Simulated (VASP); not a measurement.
Crystal: BaTiO3.

```
Ba Ti O
1.0
     2.82767    1.63255    2.31773
    -2.82767    1.63255    2.31773
     0.00000   -3.26511    2.31773
Ba Ti O
1 1 3
Direct
  0.03347 0.98847 0.00184
  0.50610 0.52748 0.53723
  0.48625 0.49715 0.97115
  0.47409 0.98642 0.47201
  0.97879 0.47918 0.49647
```

Program: VASP 6.6.1. Alike in all runs: task single point; potentials or basis VASP PAW PBE potentials, release 64 (Ba_sv, Ti_sv, O); no spin polarisation; cell as given; cutoff (eV) 520; smearing fermi-dirac 0.05 eV.

**Question.** Order these runs on this cell by their pressure, lowest first.
A. level PBE; k mesh 3 × 3 × 3
B. level BLYP; k mesh 7 × 7 × 7
C. level PBEsol; k mesh 7 × 7 × 7

**Answer.** C (5.2 GPa), A (11.4 GPa), B (17.3 GPa).

Caveats: some runs use coarse meshes; the PAW data sets were made with another functional, which shifts forces and pressure a little (some runs).
